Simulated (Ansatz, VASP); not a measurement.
**CuAu in VASP and in Ansatz**

```
Cu Au
1.0
     1.39477    0.80527    4.53050
    -1.39477    0.80527    4.53050
     0.00000   -1.61054    4.53050
Cu Au
1 1
Cartesian
  0.0000 0.0000 0.0000
  0.0000 0.0000 6.7958
```

Alike in both runs: task single point; functional PBEsol; k mesh 9 × 9 × 9; occupations gaussian, width 0.1 eV; no spin polarisation.

|  | VASP | Ansatz |
| --- | --- | --- |
| version | VASP 6.6.1 | Ansatz 0.2.0 |
| potentials or method | VASP PAW PBE potentials, release 64 (Cu, Au), cutoff 600 eV | scalar-relativistic, plane waves, PAW |
| valence electrons in the cell | 22 | 38 |

|  | VASP | Ansatz | Ansatz less VASP |
| --- | --- | --- | --- |
| gap on the k mesh at the Fermi level (eV) | none | none | - |
| pressure (GPa) | -6.8 | -6.9 | -0.10 |
| traceless stress, the component that is largest in VASP (GPa) | -4.40 | -4.49 | -0.093 |

VASP's potentials were made for PBE, not for PBEsol. A gap of «none» marks a metal or a gap that the smearing closes. VASP's potentials hold 22 valence electrons a cell and Ansatz's 38, so a difference there can come from the potentials and not from the codes.

Spin-orbit coupling is off throughout.
